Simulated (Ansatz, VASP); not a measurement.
Al2O3 in VASP and in Ansatz

Contents of INCAR:

```
ALGO = Normal
EDIFF = 1E-6
ENCUT = 600
GGA = PS
GGA_COMPAT = F
ISIF = 2
ISMEAR = 0
LASPH = T
LCHARG = T
LELF = T
LREAL = F
LVHAR = T
LWAVE = F
NBANDS = 20
NELM = 120
PREC = Accurate
SIGMA = 0.01
```

KPOINTS

```
k-points
0
Gamma
  6 6 2
```

Contents of POSCAR:

```
Al2O3
1.0
    2.8843250000      0.0000000000      0.0000000000
   -1.4421620000      2.4978990000      0.0000000000
    0.0000000000      0.0000000000      9.3367540000
Al O
2 3
Direct
    0.0000000000      0.0000000000      0.1499920000
    0.0000000000      0.0000000000      0.8500080000
    0.3333333333      0.6666666667      0.2223170000
    0.6666666667      0.3333333333      0.0000000000
    0.3333333333      0.6666666667      0.7776830000
```

Input for Ansatz:

```yaml
crystal:
  lattice:
    - [2.884325, 0.0, 0.0]
    - [-1.442162, 2.497899, 0.0]
    - [0.0, 0.0, 9.336754]
  atoms:
    - { symbol: Al, position: [0.0, 0.0, 0.149992] }
    - { symbol: Al, position: [0.0, 0.0, 0.850008] }
    - { symbol: O, position: [0.3333333333333333, 0.6666666666666666, 0.222317] }
    - { symbol: O, position: [0.6666666666666666, 0.3333333333333333, 0.0] }
    - { symbol: O, position: [0.3333333333333333, 0.6666666666666666, 0.777683] }
basis:
  ecutwfc: 420.0
kpoints:
  mp_grid:
    grid: [6, 6, 2]
hamiltonian:
  xc: pbesol
scf:
  occupations:
    method: fixed
output:
  optics:
    de: 0.05
    nscf_kmesh:
      grid: [9, 9, 3]
```

Alike in both runs: task single point; functional PBEsol; k mesh 6 × 6 × 2; no spin polarisation.

|  | VASP | Ansatz |
| --- | --- | --- |
| version | VASP 6.6.1 | Ansatz 0.2.0 |
| potentials or method | VASP PAW PBE potentials, release 64 (Al, O), cutoff 600 eV | plane waves, PAW |
| occupations | gaussian, width 0.01 eV | fixed |
| valence electrons in the cell | 24 | 24 |

VASP gave:

| Property | Result |
| --- | --- |
| gap on the k mesh at the Fermi level (eV) | 4.74 |

Question: Estimate Ansatz's values.

Answer: gap on the k mesh at the Fermi level (eV): 4.76.

VASP's potentials were made for PBE, not for PBEsol.
